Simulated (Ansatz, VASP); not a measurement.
# One calculation of ZnSe, two programs

File INCAR:

```
SYSTEM = ZnSe
  PREC = Accurate
  ENCUT = 520
  EDIFF = 1E-6
  ISMEAR = 0
  SIGMA = 0.02
  LREAL = .False.
  LASPH = .True.
  NELM = 100
  ALGO = Normal
  ISIF = 2
  LWAVE = .False.
  LCHARG = .False.
  GGA = PS
  NBANDS = 16
```

Contents of KPOINTS:

```
Automatic mesh
0
Gamma
  8 8 8
  0 0 0
```

The input POSCAR:

```
ZnSe
1.0
    0.0000000000      2.8166236756      2.8166236756
    2.8166236756      0.0000000000      2.8166236756
    2.8166236756      2.8166236756      0.0000000000
Zn Se
1 1
Direct
    0.0000000000      0.0000000000      0.0000000000
    0.7500000000      0.7500000000      0.7500000000
```

Input for Ansatz:

```yaml
crystal:
  lattice:
    - [0.0, 2.8166236756, 2.8166236756]
    - [2.8166236756, 0.0, 2.8166236756]
    - [2.8166236756, 2.8166236756, 0.0]
  atoms:
    - { symbol: Zn, position: [0.0, 0.0, 0.0] }
    - { symbol: Se, position: [0.75, 0.75, 0.75] }
basis:
  ecutwfc: 420
  xc_grid: 2
kpoints:
  mp_grid: { grid: [8, 8, 8] }
  band_path: { path: [VBM, CBM], npoints: 2 }
hamiltonian:
  xc: pbesol
scf:
  occupations: { method: gaussian, width: 0.02 }
output:
  forces: true
  stress: true
  eigenvalues: true
```

Alike in both runs: task single point; functional PBEsol; k mesh 8 × 8 × 8; occupations gaussian, width 0.02 eV; no spin polarisation.

|  | VASP | Ansatz |
| --- | --- | --- |
| version | VASP 6.6.1 | Ansatz 0.2.0 |
| potentials or method | VASP PAW PBE potentials, release 64 (Zn, Se), cutoff 520 eV | scalar-relativistic, plane waves, PAW |
| valence electrons in the cell | 18 | 28 |

|  | VASP | Ansatz | Ansatz less VASP |
| --- | --- | --- | --- |
| gap on the k mesh at the Fermi level (eV) | 1.24 | 1.24 | -0.004 |
| least direct gap on the mesh (eV) | 1.24 | 1.24 | -0.004 |
| pressure (GPa) | 0.3 | 0.0 | -0.27 |

VASP's potentials were made for PBE, not for PBEsol. The functional is the same, so the differences come from potentials, cutoffs and numerics. VASP's potentials hold 18 valence electrons a cell and Ansatz's 28, so a difference there can come from the potentials and not from the codes.
